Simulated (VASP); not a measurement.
Here is a VASP 6.6.1 calculation.

Contents of INCAR:

```
SYSTEM = Ti6H
  PREC = Accurate
  ENCUT = 520
  EDIFF = 1E-7
  ISMEAR = 0
  SIGMA = 0.1
  LREAL = .FALSE.
  LASPH = .TRUE.
  NELM = 100
  ALGO = Normal
  ISIF = 2
  LWAVE = .FALSE.
  LCHARG = .TRUE.
  LDIPOL = .TRUE.
  IDIPOL = 3
  DIPOL = 0.5 0.5 0.323
  GGA = PE
  LELF = .TRUE.
  LVHAR = .TRUE.
  LVACPOTAV = .TRUE.
  NBANDS = 86
```

Contents of KPOINTS:

```
regular mesh
0
G
  5 6 1
  0 0 0
```

The input POSCAR:

```
Ti6H
1.0
    5.6639455763      0.0000000000      0.0000000000
    0.0000000000      4.5793473381      0.0000000000
    0.0000000000      0.0000000000     24.5506933039
Ti H
12 2
Direct
    0.2500000000      0.0000000000      0.1629281891
    0.7500000000      0.0000000000      0.1629281891
    0.0000000000      0.5000000000      0.2167736627
    0.5000000000      0.5000000000      0.2167736627
    0.2500000000      0.0000000000      0.2706191363
    0.7500000000      0.0000000000      0.2706191363
    0.2500000000      0.5000000000      0.3256599435
    0.7500000000      0.5000000000      0.3256599435
    0.0000000000      0.0000000000      0.3779650127
    0.5000000000      0.0000000000      0.3779650127
    0.2500000000      0.5000000000      0.4297513383
    0.7500000000      0.5000000000      0.4297513383
   -0.0662082633      0.0000000000      0.4741492698
    0.0662082633      0.0000000000      0.4741492698
```

Potentials or basis: VASP PAW PBE potentials, release 64 (Ti_sv, H).

Run with:

```bash
$ cat potpaw_PBE.64/Ti_sv/POTCAR potpaw_PBE.64/H/POTCAR > POTCAR
$ mpirun -np 1 vasp_std > vasp.out
```

Problem. What does it give for the largest force?

Solution. 1.845 eV/Å.

Problem. What does it give for the band gap on the k mesh?

Solution. Zero (bands 73 and 74 overlap by 0.10 eV).

Forces in eV/Å, atoms in the order of the input:
```
Ti  -0.006  0.000  0.412
Ti   0.006  0.000  0.412
Ti   0.000  0.000 -0.042
Ti   0.000  0.000 -0.033
Ti   0.030  0.000 -0.380
Ti  -0.030  0.000 -0.380
Ti  -0.054  0.000  0.144
Ti   0.054  0.000  0.144
Ti   0.000  0.000  0.639
Ti   0.000  0.000 -0.144
Ti   0.306  0.000 -0.215
Ti  -0.306  0.000 -0.215
H   -1.837  0.000 -0.171
H    1.837  0.000 -0.171
```
